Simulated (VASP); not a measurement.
# Gd (P6_3/mmc) in VASP: a series of runs

Runs on Gd. Level: r2SCAN. Tasks: single point.

All numbers are computed with VASP 6.6.1; they aren't measurements. Logs are shortened: lines on timing, memory, paths and dates and some standing lists are left out, and cuts for length are marked.

### Step 1. The cell of the first run

Symmetry: P6_3/mmc, No. 194, hexagonal system. The conventional cell has a = 3.562 Å, b = 3.562 Å, c = 5.665 Å, α = 90.00°, β = 90.00°, γ = 120.00°. Gd (site symmetry -6m2) has 12 Gd at 3.50 to 3.56 Å within 4.6 Å.

### Step 2. Single point, r2SCAN, collinear spin, ferromagnetic start

File POSCAR:

```
Gd
1.0
    3.5617750913      0.0000000000      0.0000000000
   -1.7808875456      3.0845877117      0.0000000000
    0.0000000000      0.0000000000      5.6645546323
Gd
2
Direct
    0.6666666667      0.3333333333      0.7500000000
    0.3333333333      0.6666666667      0.2500000000
```

File INCAR.step1:

```
ALGO     = Normal         # electronic algorithm
EDIFF    = 1E-4           # SCF threshold, eV
ENCUT    = 520            # plane-wave cutoff, eV
GGA      = PE             # functional
ISMEAR   = -1             # smearing method
ISPIN    = 2              # spin polarisation
LASPH    = T              # aspherical terms in the spheres
LCHARG   = F              # write CHGCAR
LMAXMIX  = 6              # l up to which the mixer works
LREAL    = F              # projectors in reciprocal space
LWAVE    = T              # write WAVECAR
MAGMOM   = 7 7            # initial moments
NBANDS   = 29             # bands
NELM     = 150            # most SCF steps
PREC     = Accurate       # precision mode
SIGMA    = 0.05           # smearing width, eV
```

File INCAR.step2:

```
ALGO     = Normal         # electronic algorithm
EDIFF    = 1E-6           # SCF threshold, eV
ENCUT    = 520            # plane-wave cutoff, eV
ISIF     = 2              # what is computed and relaxed
ISMEAR   = -1             # smearing method
ISPIN    = 2              # spin polarisation
ISTART   = 1            
LASPH    = T              # aspherical terms in the spheres
LCHARG   = F              # write CHGCAR
LMAXMIX  = 6              # l up to which the mixer works
LMIXTAU  = T            
LORBIT   = 11             # projections on sites
LREAL    = F              # projectors in reciprocal space
LWAVE    = F              # write WAVECAR
MAGMOM   = 7 7            # initial moments
METAGGA  = R2SCAN         # meta-GGA
NBANDS   = 29             # bands
NELM     = 150            # most SCF steps
PREC     = Accurate       # precision mode
SIGMA    = 0.05           # smearing width, eV
```

File KPOINTS:

```
k-points
0
Gamma
  8 8 5
```

Potentials or basis: VASP PAW PBE potentials, release 64 (Gd).

Run with:

```
> cat potpaw_PBE.64/Gd/POTCAR > POTCAR
> cp INCAR.step1 INCAR
> mpirun -np 1 vasp_std > vasp.out
> cp INCAR.step2 INCAR
> mpirun -np 1 vasp_std > vasp.out
```

OUTCAR:

```text
EDIFF = 1E-6
   ENCUT = 520
   ISIF = 2
   ISMEAR = -1
   ISPIN = 2
   ISTART = 1
   LASPH = T
   LORBIT = 11
   LREAL = F
   METAGGA = R2SCAN
   NELM = 150
   PREC = Accurate

 ion  position               nearest neighbor table
   1  0.667  0.333  0.750-   2 3.50   2 3.50   2 3.50   2 3.50   2 3.50   2 3.50
   2  0.333  0.667  0.250-   1 3.50   1 3.50   1 3.50   1 3.50   1 3.50   1 3.50

  LATTYP: Found a hexagonal cell.
 ALAT       =     3.5617750913
 C/A-ratio  =     1.5903740374

  Lattice vectors:

 A1 = (   3.5617750913,   0.0000000000,   0.0000000000)
 A2 = (  -1.7808875456,   3.0845877117,   0.0000000000)
 A3 = (   0.0000000000,   0.0000000000,   5.6645546323)

Analysis of symmetry for initial positions (statically):
=====================================================================
 Subroutine PRICEL returns:
 Original cell was already a primitive cell.

 Routine SETGRP: Setting up the symmetry group for a
 hexagonal supercell.

 Subroutine GETGRP returns: Found 24 space group operations
 (whereof 12 operations were pure point group operations)
 out of a pool of 24 trial point group operations.

The static configuration has the point symmetry D_3d.
 The point group associated with its full space group is D_6h.

Analysis of symmetry for dynamics (positions and initial velocities):
=====================================================================
 Subroutine PRICEL returns:
 Original cell was already a primitive cell.

 Routine SETGRP: Setting up the symmetry group for a
 hexagonal supercell.

 Subroutine GETGRP returns: Found 24 space group operations
 (whereof 12 operations were pure point group operations)
 out of a pool of 24 trial point group operations.

The dynamic configuration has the point symmetry D_3d.
 The point group associated with its full space group is D_6h.

Analysis of structural, dynamic, and magnetic symmetry:
=====================================================================
 Subroutine PRICEL returns:
 Original cell was already a primitive cell.

 Routine SETGRP: Setting up the symmetry group for a
 hexagonal supercell.

 Subroutine GETGRP returns: Found 24 space group operations
 (whereof 12 operations were pure point group operations)
 out of a pool of 24 trial point group operations.

The overall configuration has the point symmetry D_3d.
 The point group associated with its full space group is D_6h.

 Subroutine INISYM returns: Found 24 space group operations
 (whereof 12 operations are pure point group operations),
 and found     1 'primitive' translations
[... 118 lines left out ...]
  Thomas-Fermi vector in A             =   2.490406
   LORBIT       =     11    0 simple, 1 ext, 2 COOP (PROOUT), +10 PAW based schemes
   METAGGA = R2SCAN    functional components
   LHFCALC =     F    Hartree Fock is set to
   AEXX    =    0.0000 exact exchange contribution
   IVDW    =     0    specifies the selected vdW correction
   LEPSILON=     F    determine dielectric tensor
   LRPA    =     F    only Hartree local field effects (RPA)
 spin polarized calculation
  energy-cutoff  :      520.00
  volume of cell :       62.23
 maximum number of plane-waves:      1713
 NGX is ok and might be reduce to    28
   NGX = 13   NGY = 13   NGZ = 21

 number of electron      35.9999993 magnetization      15.8459366

 Free energy of the ion-electron system (eV)
  ---------------------------------------------------
  ext. energy  EPLUGINS =         0.00000000
  ---------------------------------------------------
  free energy    TOTEN  =       -82.13440182 eV

  energy without entropy =      -82.12686322  energy(sigma->0) =      -82.13063252

 E-fermi :   3.4162     XC(G=0): -10.8883

 val. band max:        3.3915282056   @ k =   0.3750   0.2500   0.4000
 cond. band min:       3.4228849050   @ k =   0.0000   0.0000   0.4000
 fundamental gap:      0.0313566995
 Fermi energy:         3.4162092892

 spin component 1

 k-point     1 :       0.0000    0.0000    0.0000
  band No.  band energies     occupation
      1     -43.8337      1.00000
      2     -43.7376      1.00000
      3     -21.0079      1.00000
      4     -20.2244      1.00000
      5     -20.2243      1.00000
      6     -20.0961      1.00000
[... 757 lines left out ...]
     28       4.5609      0.00000
     29       5.4554      0.00000

 [... further k-points ...]

 spin component 2

 k-point     1 :       0.0000    0.0000    0.0000
  band No.  band energies     occupation
      1     -39.9037      1.00000
      2     -39.7842      1.00000
      3     -18.3068      1.00000
      4     -17.3676      1.00000
      5     -17.3675      1.00000
      6     -17.2315      1.00000
[... 757 lines left out ...]
     28       6.5186      0.00000
     29       7.0111      0.00000

 [... further k-points ...]

------------------------ aborting loop because EDIFF is reached ----------------------------------------

  FORCE on cell =-STRESS in cart. coord.  units (eV):
  Direction    XX          YY          ZZ          XY          YZ          ZX
  --------------------------------------------------------------------------------------
  -------------------------------------------------------------------------------------
  Total        1.2684206      1.2684206      1.6342807      0.0000000      0.0000000      0.0000000
  in kB       32.6546078     32.6546078     42.0734230      0.0000000      0.0000000      0.0000000
  external PRESSURE =      35.7942128 kB  Pullay stress =       0.0000000 kB

 VOLUME and BASIS-vectors are now :
 -----------------------------------------------------------------------------
  energy-cutoff  :      520.00
  volume of cell :       62.23
      direct lattice vectors                 reciprocal lattice vectors
     3.561775091  0.000000000  0.000000000     0.280758884  0.162096217  0.000000000
    -1.780887546  3.084587712  0.000000000     0.000000000  0.324192435  0.000000000
     0.000000000  0.000000000  5.664554632     0.000000000  0.000000000  0.176536385

 POSITION                                       TOTAL-FORCE (eV/Angst)
 -----------------------------------------------------------------------------------
      1.78089      1.02820      4.24842         0.000000     -0.000000      0.000000
     -0.00000      2.05639      1.41614        -0.000000      0.000000      0.000000
 -----------------------------------------------------------------------------------
    total drift:                                0.000000     -0.000000      0.000000

  FREE ENERGIE OF THE ION-ELECTRON SYSTEM (eV)
  ---------------------------------------------------
  free  energy   TOTEN  =       -82.1344018195 eV

  energy  without entropy=      -82.1268632208  energy(sigma->0) =      -82.13063252

 total charge

# of ion       s       p       d       f       tot
--------------------------------------------------
    1        2.078   5.604   0.615   6.930  15.226
    2        2.078   5.604   0.615   6.930  15.226
--------------------------------------------------
tot          4.156  11.208   1.229  13.860  30.453

 magnetization (x)

# of ion       s       p       d       f       tot
--------------------------------------------------
    1        0.007  -0.092   0.285   6.892   7.093
    2        0.007  -0.092   0.285   6.892   7.093
--------------------------------------------------
tot          0.015  -0.184   0.570  13.785  14.186
```

OUTCAR.step1:

```text
EDIFF = 1E-4
   ENCUT = 520
   GGA = PE
   ISMEAR = -1
   ISPIN = 2
   LASPH = T
[... 1780 lines left out ...]
 -----------------------------------------------------------------------------------
      1.78089      1.02820      4.24842         0.000000      0.000000      0.000000
     -0.00000      2.05639      1.41614        -0.000000      0.000000      0.000000
 -----------------------------------------------------------------------------------
    total drift:                                0.000000     -0.000000      0.000000

  FREE ENERGIE OF THE ION-ELECTRON SYSTEM (eV)
  ---------------------------------------------------
  free  energy   TOTEN  =       -23.3782000213 eV

  energy  without entropy=      -23.3492307059  energy(sigma->0) =      -23.36371536
```

Wall time 5.8 min (1 thread of AMD EPYC 9R45 (Zen 5), shared host); peak memory 0.24 GiB.

What came out:

* Free energy: -82.1344 eV
* Pressure: 3.6 GPa
* Net moment: 15.85 μB per cell
* Site moments: Gd +7.09 μB
* Valence electrons inside the program's atomic spheres: Gd 15.23

Stress tensor (GPa, compression positive):
```
3.27 0.00 0.00
0.00 3.27 0.00
0.00 0.00 4.21
```

Caveat: the cell stands under pressure; the PAW data sets were made with another functional, which shifts forces and pressure a little; spin-orbit coupling is left out, which moves the levels of the heavy elements; semilocal functionals describe open f shells poorly, which spoils levels, moments and volumes. The state reached can hang on the start; a lower one may exist.

(Continued in part 2 of 2.)
